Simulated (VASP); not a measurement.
# InO in VASP: single point with PBE

Aim: the single point of InO with PBE.

Everything below comes from runs of VASP 6.6.1. Logs are shortened: lines on timing, memory, paths and dates and some standing lists are left out, and cuts for length are marked.

### 1 The cell of the first run

The cell holds a slab with vacuum, 4 atoms: a = 3.450 Å, b = 3.450 Å, c = 15.867 Å, α = 90.00°, β = 90.00°, γ = 120.00°.

### 2 Single point, PBE

The input, INCAR:

```
  PREC = Accurate
  ENCUT = 600
  EDIFF = 1E-6
  ISMEAR = -4
  SIGMA = 0.02
  LREAL = F
  LASPH = T
  NELM = 120
  ALGO = Normal
  ISIF = 2
  LWAVE = F
  LCHARG = T
  GGA = PE
  LELF = T
  LVHAR = T
  NBANDS = 27
  GGA_COMPAT = F
```

The input, KPOINTS:

```
Automatic mesh
0
Gamma
  12 12 4
```

The input, POSCAR:

```
InO
1.0
    3.4495751811      0.0000000000      0.0000000000
   -1.7247875905      2.9874197391      0.0000000000
    0.0000000000      0.0000000000     15.8668820442
In O
2 2
Direct
    0.6666666667      0.3333333333      0.5900404386
    0.6666666667      0.3333333333      0.4099595614
    0.0000000000      0.0000000000      0.6397051136
    0.0000000000      0.0000000000      0.3602948864
```

Potentials or basis: VASP PAW PBE potentials, release 64 (In_d, O).

Command:

```bash
cat potpaw_PBE.64/In_d/POTCAR potpaw_PBE.64/O/POTCAR > POTCAR
mpirun -np 1 vasp_std > vasp.out
```

OUTCAR:

```text
PREC = Accurate
   ENCUT = 600
   EDIFF = 1E-6
   ISMEAR = -4
   LREAL = F
   LASPH = T
   NELM = 120
   ISIF = 2
   GGA = PE

 ion  position               nearest neighbor table
   1  0.667  0.333  0.590-   3 2.14   3 2.14   3 2.14   2 2.86
   2  0.667  0.333  0.410-   4 2.14   4 2.14   4 2.14   1 2.86
   3  0.000  0.000  0.640-   1 2.14   1 2.14   1 2.14
   4  0.000  0.000  0.360-   2 2.14   2 2.14   2 2.14

  LATTYP: Found a hexagonal cell.
 ALAT       =     3.4495751811
 C/A-ratio  =     4.5996626284

  Lattice vectors:

 A1 = (   3.4495751811,   0.0000000000,   0.0000000000)
 A2 = (  -1.7247875905,   2.9874197391,   0.0000000000)
 A3 = (   0.0000000000,   0.0000000000,  15.8668820442)

Analysis of symmetry for initial positions (statically):
=====================================================================
 Subroutine PRICEL returns:
 Original cell was already a primitive cell.

 Routine SETGRP: Setting up the symmetry group for a
 hexagonal supercell.

 Subroutine GETGRP returns: Found 12 space group operations
 (whereof 12 operations were pure point group operations)
 out of a pool of 24 trial point group operations.

The static configuration has the point symmetry D_3h.

Analysis of symmetry for dynamics (positions and initial velocities):
=====================================================================
 Subroutine PRICEL returns:
 Original cell was already a primitive cell.

 Routine SETGRP: Setting up the symmetry group for a
 hexagonal supercell.

 Subroutine GETGRP returns: Found 12 space group operations
 (whereof 12 operations were pure point group operations)
 out of a pool of 24 trial point group operations.

The dynamic configuration has the point symmetry D_3h.

 Subroutine INISYM returns: Found 12 space group operations
 (whereof 12 operations are pure point group operations),
 and found     1 'primitive' translations

----------------------------------------------------------------------------------------

                                     Primitive cell

  volume of cell :     163.5134

  direct lattice vectors                    reciprocal lattice vectors
     3.449575181  0.000000000  0.000000000     0.289890768  0.167368513  0.000000000
    -1.724787591  2.987419739  0.000000000     0.000000000  0.334737026  0.000000000
     0.000000000  0.000000000 15.866882044     0.000000000  0.000000000  0.063024355

  length of vectors
     3.449575181  3.449575181 15.866882044     0.334737026  0.334737026  0.063024355

  position of ions in fractional coordinates (direct lattice)
     0.666666667  0.333333333  0.590040439
     0.666666667  0.333333333  0.409959561
     0.000000000  0.000000000  0.639705114
     0.000000000  0.000000000  0.360294886

  ion indices of the primitive-cell ions
   primitive index   ion index
                 1           1
                 2           2
                 3           3
                 4           4

----------------------------------------------------------------------------------------

 KPOINTS: Automatic mesh

Automatic generation of k-mesh.
 Grid dimensions read from file:
 generate k-points for:   12   12    4

 Generating k-lattice:

  Cartesian coordinates                     Fractional coordinates (reciprocal lattice)
     0.024157564  0.013947376  0.000000000     0.083333333  0.000000000  0.000000000
     0.000000000  0.027894752  0.000000000     0.000000000  0.083333333  0.000000000
     0.000000000  0.000000000  0.015756089     0.000000000  0.000000000  0.250000000

  Length of vectors
     0.027894752  0.027894752  0.015756089

  Shift w.r.t. Gamma in fractional coordinates (k-lattice)
     0.000000000  0.000000000  0.000000000

 TETIRR: Found    586 inequivalent tetrahedra from     3456

 Subroutine IBZKPT returns following result:
 ===========================================

 Found     57 irreducible k-points:

 Following reciprocal coordinates:
            Coordinates               Weight
  0.000000  0.000000  0.000000      1.000000
  0.083333  0.000000  0.000000      6.000000
  0.166667  0.000000  0.000000      6.000000
  0.250000  0.000000  0.000000      6.000000
  0.333333  0.000000  0.000000      6.000000
  0.416667  0.000000  0.000000      6.000000
[... 16 lines left out ...]
  0.250000  0.000000  0.250000     12.000000
  0.333333  0.000000  0.250000     12.000000
 [... further k-points ...]
   k-points           NKPTS =     57   k-points in BZ     NKDIM =     57   number of bands    NBANDS=     27
   number of dos      NEDOS =    301   number of ions     NIONS =      4
   total plane-waves  NPLWV = 100352
   dimension x,y,z NGX =    28 NGY =   28 NGZ =  128
   dimension x,y,z NGXF=    56 NGYF=   56 NGZF=  256
   ions per type =               2   2
   NGX,Y,Z   is equivalent  to a cutoff of  13.49, 13.49, 13.41 a.u.
   NGXF,Y,Z  is equivalent  to a cutoff of  26.99, 26.99, 26.82 a.u.
 SYSTEM =  unknown system
   PREC   = accura    normal or accurate (medium, high low for compatibility)
   ISTART =      0    job   : 0-new  1-cont  2-samecut
   ICHARG =      2    charge: 1-file 2-atom 10-const
   ISPIN  =      1    spin polarized calculation?
   LNONCOLLINEAR =      F non collinear calculations
   LSORBIT =      F    spin-orbit coupling
   LASPH  =      T    aspherical Exc in radial PAW
   ENCUT  =  600.0 eV  44.10 Ry    6.64 a.u.   6.89  6.89 31.69*2*pi/ulx,y,z
   NELM   =    120;   NELMIN=  2; NELMDL= -5     # of ELM steps
   EDIFF  = 0.1E-05   stopping-criterion for ELM
   LREAL  =      F    real-space projection
   EDIFFG = 0.1E-04   stopping-criterion for IOM
   NSW    =      0    number of steps for IOM
   IBRION =     -1    ionic relax: 0-MD 1-quasi-New 2-CG
   NFREE  =      0    steps in history (QN), initial steepest desc. (CG)
   ISIF   =      2    stress and relaxation
   ISYM   =      2    0-nonsym 1-usesym 2-fastsym
   POTIM  = 0.5000    time-step for ionic-motion
   TEBEG  =    0.0;   TEEND  =   0.0 temperature during run
   PSTRESS=    0.0 pullay stress
   NELECT =      38.0000    total number of electrons
   NUPDOWN=      -1.0000    fix difference up-down
   EMIN   =  10.00;   EMAX   =-10.00  energy-range for DOS
   EFERMI =   0.00;   METHOD = LEGACY
   ISMEAR =    -4;   SIGMA  =   0.02  broadening in eV -4-tet -1-fermi 0-gaus
   EFERMI_NEDOS =   21; number of points for ismear=-14 and -15
   IALGO  =     38    algorithm
   IMIX   =      4    mixing-type and parameters
     AMIX     =   0.40;   BMIX     =  1.00
     AMIX_MAG =   1.60;   BMIX_MAG =  1.00
  volume/ion in A,a.u.               =      40.88       275.86
  Fermi-wavevector in a.u.,A,eV,Ry     =   1.006510  1.902029 13.783558  1.013063
  Thomas-Fermi vector in A             =   2.139257
   LORBIT       =      0    0 simple, 1 ext, 2 COOP (PROOUT), +10 PAW based schemes
   GGA     = PE    functional components
   LHFCALC =     F    Hartree Fock is set to
   AEXX    =    0.0000 exact exchange contribution
   IVDW    =     0    specifies the selected vdW correction
   LEPSILON=     F    determine dielectric tensor
   LRPA    =     F    only Hartree local field effects (RPA)
 non-spin polarized calculation
 Fermi weights with tetrahedron method witout Bloechl corrections
  energy-cutoff  :      600.00
  volume of cell :      163.51
 maximum number of plane-waves:      5490
 NGX is ok and might be reduce to    28
   NGX = 13   NGY = 13   NGZ = 63

 number of electron      38.0000001 magnetization

 Free energy of the ion-electron system (eV)
  ---------------------------------------------------
  ext. energy  EPLUGINS =         0.00000000
  ---------------------------------------------------
  free energy    TOTEN  =       -19.42726304 eV

  energy without entropy =      -19.42726304  energy(sigma->0) =      -19.42726304

 E-fermi :  -1.5760     XC(G=0):  -4.8921

 val. band max:       -1.5962272882   @ k =   0.3333   0.3333   0.2500
 cond. band min:      -1.2480433116   @ k =   0.0000   0.0000   0.5000
 fundamental gap:      0.3481839766
 Fermi energy:        -1.5760098811

 k-point     1 :       0.0000    0.0000    0.0000
  band No.  band energies     occupation
      1     -19.2969      2.00000
      2     -19.2770      2.00000
      3     -15.1545      2.00000
      4     -15.1545      2.00000
      5     -15.1107      2.00000
      6     -15.1107      2.00000
[... 19 lines left out ...]
     26       7.7775      0.00000
     27       7.7775      0.00000

 k-point     2 :       0.0833    0.0000    0.0000
  band No.  band energies     occupation
      1     -19.2866      2.00000
      2     -19.2679      2.00000
      3     -15.1830      2.00000
      4     -15.1374      2.00000
      5     -15.0919      2.00000
      6     -15.0909      2.00000
[... 19 lines left out ...]
     26       6.8706      0.00000
     27       7.6590      0.00000

 k-point     3 :       0.1667    0.0000    0.0000
  band No.  band energies     occupation
      1     -19.2607      2.00000
      2     -19.2447      2.00000
      3     -15.1971      2.00000
      4     -15.0946      2.00000
      5     -15.0411      2.00000
      6     -15.0325      2.00000
[... 19 lines left out ...]
     26       6.9723      0.00000
     27       7.3864      0.00000

 k-point     4 :       0.2500    0.0000    0.0000
  band No.  band energies     occupation
      1     -19.2302      2.00000
      2     -19.2172      2.00000
      3     -15.1861      2.00000
      4     -15.0508      2.00000
      5     -14.9783      2.00000
      6     -14.9740      2.00000
[... 19 lines left out ...]
     26       7.0930      0.00000
     27       7.4473      0.00000
[... 516 lines left out ...]
      4     -15.0946      2.00000
      5     -15.0411      2.00000
      6     -15.0325      2.00000
[... 19 lines left out ...]
     26       7.3864      0.00000
     27       7.4103      0.00000

 k-point    23 :       0.2500    0.0000    0.2500
  band No.  band energies     occupation
      1     -19.2302      2.00000
      2     -19.2172      2.00000
      3     -15.1861      2.00000
      4     -15.0508      2.00000
      5     -14.9782      2.00000
      6     -14.9740      2.00000
[... 19 lines left out ...]
     26       7.0276      0.00000
     27       7.0930      0.00000

 k-point    24 :       0.3333    0.0000    0.2500
  band No.  band energies     occupation
      1     -19.2053      2.00000
      2     -19.1946      2.00000
      3     -15.1690      2.00000
      4     -15.0296      2.00000
      5     -14.9998      2.00000
      6     -14.9257      2.00000
[... 19 lines left out ...]
     26       6.8569      0.00000
     27       7.5276      0.00000

 [... further k-points ...]

------------------------ aborting loop because EDIFF is reached ----------------------------------------

  FORCE on cell =-STRESS in cart. coord.  units (eV):
  Direction    XX          YY          ZZ          XY          YZ          ZX
  --------------------------------------------------------------------------------------
  -------------------------------------------------------------------------------------
  Total        0.1281594      0.1281594     -0.0186299      0.0000000      0.0000000      0.0000000
  in kB        1.2557629      1.2557629     -0.1825439      0.0000000      0.0000000      0.0000000
  external PRESSURE =       0.7763273 kB  Pullay stress =       0.0000000 kB

 VOLUME and BASIS-vectors are now :
 -----------------------------------------------------------------------------
  energy-cutoff  :      600.00
  volume of cell :      163.51
      direct lattice vectors                 reciprocal lattice vectors
     3.449575181  0.000000000  0.000000000     0.289890768  0.167368513  0.000000000
    -1.724787591  2.987419739  0.000000000     0.000000000  0.334737026  0.000000000
     0.000000000  0.000000000 15.866882044     0.000000000  0.000000000  0.063024355

 POSITION                                       TOTAL-FORCE (eV/Angst)
 -----------------------------------------------------------------------------------
      1.72479      0.99581      9.36210         0.000000      0.000000     -0.032164
      1.72479      0.99581      6.50478         0.000000     -0.000000      0.032164
      0.00000      0.00000     10.15013        -0.000000      0.000000      0.034016
      0.00000      0.00000      5.71676        -0.000000      0.000000     -0.034016
 -----------------------------------------------------------------------------------
    total drift:                                0.000000     -0.000000      0.000000

  FREE ENERGIE OF THE ION-ELECTRON SYSTEM (eV)
  ---------------------------------------------------
  free  energy   TOTEN  =       -19.4272630373 eV

  energy  without entropy=      -19.4272630373  energy(sigma->0) =      -19.42726304
```

Wall time 9 min (1 thread of Oxide Virtual Turin-like, shared host); peak memory 0.44 GiB.

What came out:

```yaml
Free_energy: -19.4273 eV
Largest_force: 0.034 eV/Å
Band_gap_on_the_k_mesh: 0.35 eV (least direct gap 1.10 eV)
```

Forces in eV/Å, atoms in the order of the input:
```
In   0.000  0.000 -0.032
In   0.000  0.000  0.032
O    0.000  0.000  0.034
O    0.000  0.000 -0.034
```

Levels at points of the mesh, in eV from the valence-band top:
| k point | band 15 | band 16 | band 17 | band 18 | band 19 | band 20 | band 21 | band 22 | band 23 | band 24 |
| --- | --- | --- | --- | --- | --- | --- | --- | --- | --- | --- |
| (0.00, 0.00, 0.00) | -1.73 | -1.73 | -1.70 | -1.70 | -0.75 | 0.35 | 3.27 | 6.13 | 6.16 | 8.08 |
| (0.50, 0.00, 0.00) | -2.63 | -2.62 | -2.53 | -1.98 | -0.23 | 2.31 | 4.15 | 5.38 | 6.86 | 8.26 |
| (0.00, 0.00, 0.50) | -1.73 | -1.73 | -1.70 | -1.70 | -0.75 | 0.35 | 3.27 | 5.90 | 6.60 | 7.32 |
| (0.50, 0.00, 0.50) | -2.63 | -2.62 | -2.53 | -1.98 | -0.23 | 2.31 | 4.15 | 5.38 | 6.86 | 8.26 |

Caveat: there is no dipole correction, which matters where the two faces differ; spin-orbit coupling is left out, which moves the levels of the heavy elements.
